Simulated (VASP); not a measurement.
# LaAl2BBr2 (P4/mmm) in VASP: single point with r2SCAN

Aim: the single point of LaAl2BBr2 with r2SCAN.

Program: VASP 6.6.1. These are calculated values, not measurements. Logs are shortened: lines on timing, memory, paths and dates and some standing lists are left out, and cuts for length are marked.

### Step 1. The cell of the first run

Symmetry: P4/mmm, No. 123, tetragonal system. Conventional cell: a = 4.693 Å, b = 4.693 Å, c = 6.310 Å, α = 90.00°, β = 90.00°, γ = 90.00°. Within 4.2 Å of La (site symmetry 4/mmm) lie 2 B at 3.15 Å and 8 Al at 3.66 Å and 8 Br at 3.93 Å. B (site symmetry 4/mmm) has 4 Br at 2.35 Å and 2 La at 3.15 Å within 3.2 Å. Within 3.7 Å of Al (site symmetry 4mm) lie 4 Br at 2.84 Å and 2 Al at 3.11 to 3.20 Å and 4 La at 3.66 Å and 4 B at 3.68 Å. Br (site symmetry mmm) has 2 B at 2.35 Å and 4 Al at 2.84 Å within 3.1 Å.

### Step 2. Single point, r2SCAN

Input file POSCAR:

```
LaAl2BBr2
1.0
    4.6929440000      0.0000000000      0.0000000000
    0.0000000000      4.6929440000      0.0000000000
    0.0000000000      0.0000000000      6.3099780000
La B Al Br
1 1 2 2
Direct
    0.0000000000      0.0000000000      0.5000000000
    0.0000000000      0.0000000000      0.0000000000
    0.5000000000      0.5000000000      0.2537000000
    0.5000000000      0.5000000000      0.7463000000
    0.0000000000      0.5000000000      0.0000000000
    0.5000000000      0.0000000000      0.0000000000
```

Input file INCAR.step1:

```
SYSTEM = LaAl2BBr2
  PREC = Accurate
  ENCUT = 520
  ISMEAR = -1
  SIGMA = 0.018
  LREAL = .False.
  LASPH = .True.
  NELM = 100
  NBANDS = 26
  GGA = PE
  ALGO = Normal
  EDIFF = 1E-4
  LWAVE = .True.
  LCHARG = .False.
```

Input file INCAR.step2:

```
SYSTEM = LaAl2BBr2
  PREC = Accurate
  ENCUT = 520
  EDIFF = 1E-6
  ISMEAR = -1
  SIGMA = 0.018
  LREAL = .False.
  LASPH = .True.
  NELM = 100
  ALGO = Normal
  ISIF = 2
  LWAVE = .False.
  LCHARG = .False.
  METAGGA = R2SCAN
  LMIXTAU = .True.
  NBANDS = 26
  ISTART = 1
```

Input file KPOINTS:

```
Automatic mesh
0
Gamma
  7 7 6
  0 0 0
```

Potentials or basis: VASP PAW PBE potentials, release 64 (La, B, Al, Br).

Started as:

```bash
$ cat potpaw_PBE.64/La/POTCAR potpaw_PBE.64/B/POTCAR potpaw_PBE.64/Al/POTCAR potpaw_PBE.64/Br/POTCAR > POTCAR
$ cp INCAR.step1 INCAR
$ mpirun -np 1 vasp_std > vasp.out
$ cp INCAR.step2 INCAR
$ mpirun -np 1 vasp_std > vasp.out
```

OUTCAR:

```text
SYSTEM = LaAl2BBr2
   PREC = Accurate
   ENCUT = 520
   EDIFF = 1E-6
   ISMEAR = -1
   LREAL = .False.
   LASPH = .True.
   NELM = 100
   ISIF = 2
   METAGGA = R2SCAN
   ISTART = 1

 ion  position               nearest neighbor table
   1  0.000  0.000  0.500-
   2  0.000  0.000  0.000-   5 2.35   6 2.35   5 2.35   6 2.35
   3  0.500  0.500  0.254-   5 2.84   6 2.84   6 2.84   5 2.84   4 3.11   4 3.20
   4  0.500  0.500  0.746-   5 2.84   6 2.84   6 2.84   5 2.84   3 3.11   3 3.20
   5  0.000  0.500  0.000-   2 2.35   2 2.35   4 2.84   3 2.84   3 2.84   4 2.84
   6  0.500  0.000  0.000-   2 2.35   2 2.35   4 2.84   3 2.84   4 2.84   3 2.84

  LATTYP: Found a simple tetragonal cell.
 ALAT       =     4.6929440000
 C/A-ratio  =     1.3445670777

  Lattice vectors:

 A1 = (   4.6929440000,   0.0000000000,   0.0000000000)
 A2 = (   0.0000000000,   4.6929440000,   0.0000000000)
 A3 = (   0.0000000000,   0.0000000000,   6.3099780000)

Analysis of symmetry for initial positions (statically):
=====================================================================
 Subroutine PRICEL returns:
 Original cell was already a primitive cell.

 Routine SETGRP: Setting up the symmetry group for a
 simple tetragonal supercell.

 Subroutine GETGRP returns: Found 16 space group operations
 (whereof 16 operations were pure point group operations)
 out of a pool of 16 trial point group operations.

The static configuration has the point symmetry D_4h.

Analysis of symmetry for dynamics (positions and initial velocities):
=====================================================================
 Subroutine PRICEL returns:
 Original cell was already a primitive cell.

 Routine SETGRP: Setting up the symmetry group for a
 simple tetragonal supercell.

 Subroutine GETGRP returns: Found 16 space group operations
 (whereof 16 operations were pure point group operations)
 out of a pool of 16 trial point group operations.

The dynamic configuration has the point symmetry D_4h.

 Subroutine INISYM returns: Found 16 space group operations
 (whereof 16 operations are pure point group operations),
 and found     1 'primitive' translations

----------------------------------------------------------------------------------------

                                     Primitive cell

  volume of cell :     138.9692

  direct lattice vectors                    reciprocal lattice vectors
     4.692944000  0.000000000  0.000000000     0.213085858  0.000000000  0.000000000
     0.000000000  4.692944000  0.000000000     0.000000000  0.213085858  0.000000000
     0.000000000  0.000000000  6.309978000     0.000000000  0.000000000  0.158479158

  length of vectors
     4.692944000  4.692944000  6.309978000     0.213085858  0.213085858  0.158479158

  position of ions in fractional coordinates (direct lattice)
     0.000000000  0.000000000  0.500000000
     0.000000000  0.000000000  0.000000000
     0.500000000  0.500000000  0.253700000
     0.500000000  0.500000000  0.746300000
     0.000000000  0.500000000  0.000000000
     0.500000000  0.000000000  0.000000000

  ion indices of the primitive-cell ions
   primitive index   ion index
                 1           1
                 2           2
                 3           3
                 4           4
                 5           5
                 6           6

----------------------------------------------------------------------------------------

 KPOINTS: Automatic mesh

Automatic generation of k-mesh.
 Grid dimensions read from file:
 generate k-points for:    7    7    6

 Generating k-lattice:

  Cartesian coordinates                     Fractional coordinates (reciprocal lattice)
     0.030440837  0.000000000  0.000000000     0.142857143  0.000000000  0.000000000
     0.000000000  0.030440837  0.000000000     0.000000000  0.142857143  0.000000000
     0.000000000  0.000000000  0.026413193     0.000000000  0.000000000  0.166666667

  Length of vectors
     0.030440837  0.030440837  0.026413193

  Shift w.r.t. Gamma in fractional coordinates (k-lattice)
     0.000000000  0.000000000  0.000000000

 Subroutine IBZKPT returns following result:
 ===========================================

 Found     40 irreducible k-points:

 Following reciprocal coordinates:
            Coordinates               Weight
  0.000000  0.000000  0.000000      1.000000
  0.142857  0.000000  0.000000      4.000000
  0.285714  0.000000  0.000000      4.000000
  0.428571  0.000000  0.000000      4.000000
  0.142857  0.142857  0.000000      4.000000
  0.285714  0.142857  0.000000      8.000000
[... 16 lines left out ...]
  0.285714  0.000000  0.333333      8.000000
  0.428571  0.000000  0.333333      8.000000
 [... further k-points ...]
   k-points           NKPTS =     40   k-points in BZ     NKDIM =     40   number of bands    NBANDS=     26
   number of dos      NEDOS =    301   number of ions     NIONS =      6
   total plane-waves  NPLWV =  62208
   dimension x,y,z NGX =    36 NGY =   36 NGZ =   48
   dimension x,y,z NGXF=    72 NGYF=   72 NGZF=   96
   ions per type =               1   1   2   2
   NGX,Y,Z   is equivalent  to a cutoff of  12.75, 12.75, 12.65 a.u.
   NGXF,Y,Z  is equivalent  to a cutoff of  25.51, 25.51, 25.29 a.u.
 SYSTEM =  LaAl2BBr2
   PREC   = accura    normal or accurate (medium, high low for compatibility)
   ISTART =      1    job   : 0-new  1-cont  2-samecut
   ICHARG =      0    charge: 1-file 2-atom 10-const
   ISPIN  =      1    spin polarized calculation?
   LNONCOLLINEAR =      F non collinear calculations
   LSORBIT =      F    spin-orbit coupling
   LASPH  =      T    aspherical Exc in radial PAW
   ENCUT  =  520.0 eV  38.22 Ry    6.18 a.u.   8.73  8.73 11.73*2*pi/ulx,y,z
   NELM   =    100;   NELMIN=  2; NELMDL=  0     # of ELM steps
   EDIFF  = 0.1E-05   stopping-criterion for ELM
   LREAL  =      F    real-space projection
   EDIFFG = 0.1E-04   stopping-criterion for IOM
   NSW    =      0    number of steps for IOM
   IBRION =     -1    ionic relax: 0-MD 1-quasi-New 2-CG
   NFREE  =      0    steps in history (QN), initial steepest desc. (CG)
   ISIF   =      2    stress and relaxation
   ISYM   =      2    0-nonsym 1-usesym 2-fastsym
   POTIM  = 0.5000    time-step for ionic-motion
   TEBEG  =    0.0;   TEEND  =   0.0 temperature during run
   PSTRESS=    0.0 pullay stress
   NELECT =      34.0000    total number of electrons
   NUPDOWN=      -1.0000    fix difference up-down
   EMIN   =  10.00;   EMAX   =-10.00  energy-range for DOS
   EFERMI =   0.00;   METHOD = LEGACY
   ISMEAR =    -1;   SIGMA  =   0.02  broadening in eV -4-tet -1-fermi 0-gaus
   EFERMI_NEDOS =   21; number of points for ismear=-14 and -15
   IALGO  =     38    algorithm
   IMIX   =      4    mixing-type and parameters
     AMIX     =   0.40;   BMIX     =  1.00
     AMIX_MAG =   1.60;   BMIX_MAG =  1.00
  volume/ion in A,a.u.               =      23.16       156.30
  Fermi-wavevector in a.u.,A,eV,Ry     =   1.023910  1.934909 14.264223  1.048391
  Thomas-Fermi vector in A             =   2.157668
   LORBIT       =      0    0 simple, 1 ext, 2 COOP (PROOUT), +10 PAW based schemes
   METAGGA = R2SCAN    functional components
   LHFCALC =     F    Hartree Fock is set to
   AEXX    =    0.0000 exact exchange contribution
   IVDW    =     0    specifies the selected vdW correction
   LEPSILON=     F    determine dielectric tensor
   LRPA    =     F    only Hartree local field effects (RPA)
 non-spin polarized calculation
  energy-cutoff  :      520.00
  volume of cell :      138.97
 maximum number of plane-waves:      3776
 NGX is ok and might be reduce to    36
   NGX = 17   NGY = 17   NGZ = 23

 number of electron      34.0000005 magnetization

 Free energy of the ion-electron system (eV)
  ---------------------------------------------------
  ext. energy  EPLUGINS =         0.00000000
  ---------------------------------------------------
  free energy    TOTEN  =       -72.74318246 eV

  energy without entropy =      -72.73695533  energy(sigma->0) =      -72.74006890

 E-fermi :   6.2797     XC(G=0): -10.0668

 val. band max:        6.2795875261   @ k =   0.0000   0.0000   0.3333
 cond. band min:       6.2816506252   @ k =   0.1429   0.0000   0.5000
 fundamental gap:      0.0020630991
 Fermi energy:         6.2797444484

 k-point     1 :       0.0000    0.0000    0.0000
  band No.  band energies     occupation
      1     -28.3748      2.00000
      2     -12.8744      2.00000
      3     -11.5801      2.00000
      4     -11.5513      2.00000
      5     -11.5513      2.00000
      6     -11.2469      2.00000
[... 18 lines left out ...]
     25       8.0070      0.00000
     26       8.0070      0.00000

 k-point     2 :       0.1429    0.0000    0.0000
  band No.  band energies     occupation
      1     -28.3741      2.00000
      2     -12.8046      2.00000
      3     -11.5816      2.00000
      4     -11.5772      2.00000
      5     -11.5492      2.00000
      6     -11.3213      2.00000
[... 18 lines left out ...]
     25       7.9997      0.00000
     26       8.0080      0.00000

 k-point     3 :       0.2857    0.0000    0.0000
  band No.  band energies     occupation
      1     -28.3724      2.00000
      2     -12.6052      2.00000
      3     -11.6949      2.00000
      4     -11.5708      2.00000
      5     -11.5445      2.00000
      6     -11.4861      2.00000
[... 18 lines left out ...]
     25       7.9940      0.00000
     26       8.0092      0.00000

 k-point     4 :       0.4286    0.0000    0.0000
  band No.  band energies     occupation
      1     -28.3710      2.00000
      2     -12.3089      2.00000
      3     -11.9658      2.00000
      4     -11.5754      2.00000
      5     -11.5656      2.00000
      6     -11.5407      2.00000
[... 18 lines left out ...]
     25       7.9760      0.00000
     26       8.0102      0.00000

 k-point     5 :       0.1429    0.1429    0.0000
  band No.  band energies     occupation
      1     -28.3733      2.00000
      2     -12.7388      2.00000
      3     -11.6007      2.00000
      4     -11.5745      2.00000
      5     -11.5641      2.00000
      6     -11.3747      2.00000
[... 18 lines left out ...]
     25       7.9995      0.00000
     26       8.0072      0.00000

 k-point     6 :       0.2857    0.1429    0.0000
  band No.  band energies     occupation
      1     -28.3716      2.00000
      2     -12.5521      2.00000
      3     -11.7224      2.00000
      4     -11.5682      2.00000
      5     -11.5662      2.00000
      6     -11.4874      2.00000
[... 427 lines left out ...]
 k-point    21 :       0.0000    0.0000    0.3333
  band No.  band energies     occupation
      1     -28.3747      2.00000
      2     -12.9295      2.00000
      3     -11.5504      2.00000
      4     -11.5504      2.00000
      5     -11.4978      2.00000
      6     -11.2461      2.00000
[... 18 lines left out ...]
     25       8.0195      0.00000
     26       8.0195      0.00000

 k-point    22 :       0.1429    0.0000    0.3333
  band No.  band energies     occupation
      1     -28.3740      2.00000
      2     -12.8572      2.00000
      3     -11.5747      2.00000
      4     -11.5483      2.00000
      5     -11.4992      2.00000
      6     -11.3295      2.00000
[... 18 lines left out ...]
     25       8.0214      0.00000
     26       8.0287      0.00000

 k-point    23 :       0.2857    0.0000    0.3333
  band No.  band energies     occupation
      1     -28.3723      2.00000
      2     -12.6501      2.00000
      3     -11.6684      2.00000
      4     -11.5640      2.00000
      5     -11.5437      2.00000
      6     -11.4614      2.00000
[... 18 lines left out ...]
     25       7.9903      0.00000
     26       8.0260      0.00000

 k-point    24 :       0.4286    0.0000    0.3333
  band No.  band energies     occupation
      1     -28.3709      2.00000
      2     -12.3397      2.00000
      3     -11.9715      2.00000
      4     -11.6298      2.00000
      5     -11.5400      2.00000
      6     -11.4698      2.00000
[... 18 lines left out ...]
     25       7.9759      0.00000
     26       8.0430      0.00000

 [... further k-points ...]

------------------------ aborting loop because EDIFF is reached ----------------------------------------

  FORCE on cell =-STRESS in cart. coord.  units (eV):
  Direction    XX          YY          ZZ          XY          YZ          ZX
  --------------------------------------------------------------------------------------
  -------------------------------------------------------------------------------------
  Total        3.7236509      3.7236509     -2.9112297      0.0000000      0.0000000     -0.0000000
  in kB       42.9300061     42.9300061    -33.5635951      0.0000000      0.0000000     -0.0000000
  external PRESSURE =      17.4321390 kB  Pullay stress =       0.0000000 kB

 VOLUME and BASIS-vectors are now :
 -----------------------------------------------------------------------------
  energy-cutoff  :      520.00
  volume of cell :      138.97
      direct lattice vectors                 reciprocal lattice vectors
     4.692944000  0.000000000  0.000000000     0.213085858  0.000000000  0.000000000
     0.000000000  4.692944000  0.000000000     0.000000000  0.213085858  0.000000000
     0.000000000  0.000000000  6.309978000     0.000000000  0.000000000  0.158479158

 POSITION                                       TOTAL-FORCE (eV/Angst)
 -----------------------------------------------------------------------------------
      0.00000      0.00000      3.15499        -0.000000      0.000000     -0.000000
      0.00000      0.00000      0.00000        -0.000000      0.000000     -0.000000
      2.34647      2.34647      1.60084        -0.000000      0.000000      1.800108
      2.34647      2.34647      4.70914         0.000000     -0.000000     -1.800108
      0.00000      2.34647      0.00000        -0.000000      0.000000     -0.000000
      2.34647      0.00000      0.00000        -0.000000      0.000000     -0.000000
 -----------------------------------------------------------------------------------
    total drift:                               -0.000000     -0.000000     -0.000000

  FREE ENERGIE OF THE ION-ELECTRON SYSTEM (eV)
  ---------------------------------------------------
  free  energy   TOTEN  =       -72.7431824601 eV

  energy  without entropy=      -72.7369553343  energy(sigma->0) =      -72.74006890
```

It took 13 min on 1 thread of Oxide Virtual Turin-like, shared host; peak memory 0.35 GiB.

Results:

| Quantity | Value |
| --- | --- |
| Free energy | -72.7432 eV |
| Pressure | 1.7 GPa |
| Largest force | 1.800 eV/Å |
| Band gap on the k mesh | zero (bands 17 and 18 overlap by 0.62 eV) |

Forces on the atoms (eV/Å):
```
La   0.000  0.000  0.000
B    0.000  0.000  0.000
Al   0.000  0.000  1.800
Al   0.000  0.000 -1.800
Br   0.000  0.000  0.000
Br   0.000  0.000  0.000
```

Stress tensor (GPa, compression positive):
```
 4.29  0.00  0.00
 0.00  4.29  0.00
 0.00  0.00 -3.36
```

Caveat: the PAW data sets were made with another functional, which shifts forces and pressure a little; spin-orbit coupling is left out, which moves the levels of the heavy elements.
